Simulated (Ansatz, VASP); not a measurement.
**BAs: VASP beside Ansatz**

INCAR

```
SYSTEM = BAs
PREC     = Accurate       ! precision mode
ENCUT    = 560            ! plane-wave cutoff, eV
EDIFF    = 1E-6           ! SCF threshold, eV
ISMEAR   = -1             ! smearing method
SIGMA    = 0.02           ! smearing width, eV
LREAL    = .FALSE.        ! projectors in reciprocal space
LASPH    = .TRUE.         ! aspherical terms in the spheres
NELM     = 120            ! most SCF steps
ALGO     = Normal         ! electronic algorithm
ISIF     = 2              ! what is computed and relaxed
LWAVE    = .FALSE.        ! write WAVECAR
LCHARG   = .FALSE.        ! write CHGCAR
GGA      = PE             ! functional
NBANDS   = 16             ! bands
GGA_COMPAT= .FALSE.
```

The input KPOINTS:

```
regular mesh
0
G
  10 10 10
  0 0 0
```

Contents of POSCAR:

```
BAs
1.0
    0.0000000000      2.3918699019      2.3918699019
    2.2775385206      0.0000000000      2.3918699019
    2.2775385206      2.3918699019      0.0000000000
B As
1 1
Direct
    0.0000000000      0.0000000000      0.0000000000
    0.2500000000      0.2500000000      0.2500000000
```

Input for Ansatz:

```yaml
crystal:
  lattice:
    - [0.0, 2.3918699019, 2.3918699019]
    - [2.2775385206, 0.0, 2.3918699019]
    - [2.2775385206, 2.3918699019, 0.0]
  atoms:
    - { symbol: B, position: [0.0, 0.0, 0.0] }
    - { symbol: As, position: [0.25, 0.25, 0.25] }
kpoints:
  mp_grid: { grid: [10, 10, 10] }
  band_path:
    path:
      - [0.0, 0.0, 0.0]
      - [-0.5, -0.5, 0.0]
      - [-0.375, -0.375, 0.25]
      - [-0.375, 0.0, 0.375]
      - [0.0, 0.0, 0.5]
      - [-0.5, -0.25, 0.25]
      - [0.0, 0.401042, 0.401042]
    npoints: 1
hamiltonian:
  xc: pbe
scf:
  occupations: { method: fermi_dirac, width: 0.02 }
  n_extra_bands: 4
output:
  forces: true
  stress: true
  eigenvalues: true
```

Change from the starting cell: uniaxial_x strain -4.8%.

Alike in both runs: task single point; functional PBE; k mesh 10 × 10 × 10; occupations fermi-dirac, width 0.02 eV; no spin polarisation.

```csv
,VASP,Ansatz
version,VASP 6.6.1,Ansatz 0.2.0
potentials or method,"VASP PAW PBE potentials, release 64 (B, As_d)","plane waves, PAW"
plane-wave cutoff (eV),560,420
valence electrons in the cell,18,18
```

VASP gave:

```
pressure (GPa)                                                : 9.5
traceless stress, the component that is largest in VASP (GPa) : 6.49
```

**Question.** What did Ansatz give for the same quantities?

**Answer.** Pressure (GPa): 9.7; traceless stress, the component that is largest in VASP (GPa): 6.48.

With one functional, cell and mesh, what is left measures potentials, basis and numerics.
